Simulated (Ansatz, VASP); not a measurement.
One calculation of SrO, two programs

```xyz
2
Lattice="0.0000 2.5702 2.5702 2.5702 0.0000 2.5702 2.5702 2.5702 0.0000" Properties=species:S:1:pos:R:3 pbc="T T T"
Sr    2.5702    2.5702    2.5702
O     0.0000    0.0000    0.0000
```

Alike in both runs: task single point; functional r2SCAN; dispersion rVV10; k mesh 8 × 8 × 8; occupations gaussian, width 0.05 eV; no spin polarisation.

|  | VASP | Ansatz |
| --- | --- | --- |
| version | VASP 6.6.1 | Ansatz 0.2.0 |
| potentials or method | VASP PAW PBE potentials, release 64 (Sr_sv, O), cutoff 520 eV | scalar-relativistic, plane waves, PAW |
| valence electrons in the cell | 16 | 16 |

Ansatz gave:

* gap on the k mesh at the Fermi level (eV): 3.75
* least direct gap on the mesh (eV): 3.82
* pressure (GPa): 0.0

Q: What did VASP give for the same quantities?

A: gap on the k mesh at the Fermi level (eV): 3.70; least direct gap on the mesh (eV): 3.78; pressure (GPa): 0.7.

VASP's potentials were made for PBE, not for r2SCAN.
